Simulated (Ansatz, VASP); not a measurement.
## One calculation of SrO, two programs

The input POSCAR:

```
SrO
1.0
    0.0000000000      2.7921730098      2.7921730098
    2.7921730098      0.0000000000      2.7921730098
    2.7921730098      2.7921730098      0.0000000000
Sr O
1 1
Direct
    0.0000000000      0.0000000000      0.0000000000
    0.2500000000      0.2500000000      0.2500000000
```

Contents of INCAR.step1:

```
SYSTEM = SrO
PREC = Accurate
ENCUT = 520
ISMEAR = 0
SIGMA = 0.05
LREAL = .False.
LASPH = .True.
NELM = 60
NBANDS = 15
GGA = PE
ALGO = Normal
EDIFF = 1E-4
LWAVE = .True.
LCHARG = .False.
```

The input INCAR.step2:

```
SYSTEM = SrO
PREC = Accurate
ENCUT = 520
EDIFF = 1E-7
ISMEAR = 0
SIGMA = 0.05
LREAL = .False.
LASPH = .True.
NELM = 60
ALGO = Normal
ISIF = 2
LWAVE = .False.
LCHARG = .False.
METAGGA = R2SCAN
LMIXTAU = .True.
NBANDS = 15
ISTART = 1
```

The input KPOINTS:

```
Automatic mesh
0
Gamma
  8 8 8
  0 0 0
```

Input for Ansatz:

```yaml
crystal:
  lattice:
    - [0.0, 2.7921730098, 2.7921730098]
    - [2.7921730098, 0.0, 2.7921730098]
    - [2.7921730098, 2.7921730098, 0.0]
  atoms:
    - { symbol: Sr, position: [0.0, 0.0, 0.0] }
    - { symbol: O, position: [0.25, 0.25, 0.25] }
basis:
  ecutwfc: 500
  ecutrho_ratio: 4
kpoints:
  mp_grid: { grid: [8, 8, 8] }
hamiltonian:
  xc: r2scan
scf:
  occupations: { method: gaussian, width: 0.05 }
output:
  forces: true
  stress: true
  eigenvalues: true
```

Alike in both runs: task single point; functional r2SCAN; k mesh 8 × 8 × 8; occupations gaussian, width 0.05 eV; no spin polarisation.

|  | VASP | Ansatz |
| --- | --- | --- |
| version | VASP 6.6.1 | Ansatz 0.2.0 |
| potentials or method | VASP PAW PBE potentials, release 64 (Sr_sv, O), cutoff 520 eV | scalar-relativistic, plane waves, PAW |
| valence electrons in the cell | 16 | 16 |

```tsv
	VASP	Ansatz	Ansatz less VASP
gap on the k mesh at the Fermi level (eV)	2.90	2.89	-0.015
least direct gap on the mesh (eV)	3.75	3.73	-0.017
pressure (GPa)	0.5	0.0	-0.47
```

VASP's potentials were made for PBE, not for r2SCAN.
